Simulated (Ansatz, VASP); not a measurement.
# Si8PO16: VASP beside Ansatz

```
Si O P
1.0
    -4.97900   -4.97900    0.00000
     4.97900   -4.97900    0.00000
     0.00000    0.00000    6.95000
Si O P
8 16 1
Direct
  0.17346 0.50264 0.00175
  0.99150 0.21307 0.28890
  0.75056 0.50237 0.49806
  0.99453 0.78771 0.71140
  0.74928 0.00261 0.99703
  0.50705 0.71534 0.21133
  0.32669 0.00071 0.50094
  0.50668 0.29258 0.78614
  0.30589 0.62250 0.14793
  0.87270 0.31000 0.46307
  0.62250 0.46722 0.68892
  0.02950 0.63348 0.87963
  0.87943 0.68998 0.53513
  0.62696 0.54176 0.30511
  0.03218 0.37000 0.12471
  0.30711 0.38499 0.85492
  0.87161 0.03795 0.19399
  0.47109 0.87963 0.36936
  0.19669 0.85264 0.62078
  0.62909 0.19850 0.96171
  0.46832 0.12742 0.62986
  0.18966 0.14413 0.38411
  0.62467 0.80942 0.03233
  0.87300 0.96447 0.80134
  0.24972 0.00427 0.00019
```

Alike in both runs: functional PBE; k mesh 1 × 1 × 1; occupations fermi-dirac, width 0.02 eV; collinear spin.

Ansatz relaxed the structure, and its values are those at the end. VASP's run is a single point on that final structure, the one shown.

|  | VASP | Ansatz |
| --- | --- | --- |
| version | VASP 6.6.1 | Ansatz 0.2.0 |
| potentials or method | VASP PAW PBE potentials, release 64 (Si, O, P), cutoff 520 eV | scalar-relativistic, plane waves, PAW |
| valence electrons in the cell | 133 | 133 |

Ansatz gave:

* rms of the force components (eV/Å): 0.005
* net moment per atom (μB): 0.12
* size of the moment on the site where the two differ most (μB): 1.84

Problem. What did VASP give for the same quantities?

Solution. rms of the force components (eV/Å): 0.011; net moment per atom (μB): 0.12; size of the moment on the site where the two differ most (μB): 1.20.

Site moments also hang on the region over which each program counts them.
